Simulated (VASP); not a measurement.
Wanted: the native input for a VASP 6.6.1 run.

| Quantity | Value |
| --- | --- |
| Task | single point |
| Functional | PBEsol |
| Potentials or basis | VASP PAW PBE potentials, release 64 (Ti_sv) |
| Cutoff | 520 eV |
| k mesh | 18 × 18 × 18 |
| Occupations | gaussian, width 0.15 eV |
| Spin | no spin polarisation |
| Dipole correction | no |
| Further INCAR settings | ALGO = Fast; EDIFF = 1e-06; NBANDS = 19 |

The structure of Ti lies in POSCAR:

```
Ti
1.0
    0.0000000000     -3.2102321259      0.0000000000
   -3.2102321259      0.0000000000      0.0000000000
    0.0000000000      0.0000000000     -3.2102321259
Ti
2
Direct
    0.5000000000      0.5000000000      0.5623007908
    0.0000000000      0.0000000000     -0.0623007908
```

This cell differs from its parent crystal: atoms displaced along a vibrational mode.

These files were run (other wordings do the same):

INCAR

```
SYSTEM = Ti
ALGO = Fast ; EDIFF = 1E-6
ENCUT = 520 ; GGA = PS
ISIF = 2 ; ISMEAR = 0
LASPH = .True. ; LCHARG = .False.
LREAL = .False. ; LWAVE = .False.
NBANDS = 19 ; NELM = 100
PREC = Accurate ; SIGMA = 0.15
```

KPOINTS

```
k-points
0
Gamma
  18 18 18
  0 0 0
```

Potentials or basis: VASP PAW PBE potentials, release 64 (Ti_sv).

Command:

```bash
$ cat potpaw_PBE.64/Ti_sv/POTCAR > POTCAR
$ mpirun -np 1 vasp_std > vasp.out
```

Results of the run:

```yaml
Pressure: 2.8 GPa
Largest_force: 1.830 eV/Å
Band_gap_on_the_k_mesh: zero (bands 12 and 13 overlap by 1.68 eV)
```

Caveat: the cell differs from its parent crystal (atoms displaced along a vibrational mode); the PAW data sets were made with another functional, which shifts forces and pressure a little.

It took 11 min on 1 thread of AMD EPYC 7R13 Processor (Zen 3) (shared host), peak memory 0.34 GiB.
